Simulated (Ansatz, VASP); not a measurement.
## Two plane-wave programs on HfBr

```
Hf Br
1.0
     3.24339    0.00000    0.00000
     0.00000    3.24339    0.00000
     0.00000    0.00000    3.91622
Hf Br
1 1
Direct
  0.00000 0.00000 0.00000
  0.50000 0.50000 0.50000
```

Change from the starting cell: species swapped into the NbRu type (P4/mmm, No. 123).

Alike in both runs: functional PBE; k mesh 18 × 18 × 14; occupations gaussian, width 0.1 eV; no spin polarisation.

Ansatz relaxed the structure, and its values are those at the end. VASP's run is a single point on that final structure, the one shown.

|  | VASP | Ansatz |
| --- | --- | --- |
| version | VASP 6.6.1 | Ansatz 0.2.0 |
| potentials or method | VASP PAW PBE potentials, release 64 (Hf_pv, Br), cutoff 520 eV | scalar-relativistic, plane waves, PAW |
| valence electrons in the cell | 17 | 33 |

VASP gave:

```
gap on the k mesh at the Fermi level (eV) : none
pressure (GPa)                            : -0.5
```

Question: Estimate Ansatz's values.

Answer: gap on the k mesh at the Fermi level (eV): none; pressure (GPa): 0.0.

A gap of «none» marks a metal or a gap that the smearing closes. The functional is the same, so the differences come from potentials, cutoffs and numerics. VASP's potentials hold 17 valence electrons a cell and Ansatz's 33, so a difference there can come from the potentials and not from the codes.

Neither program's run includes spin-orbit coupling.
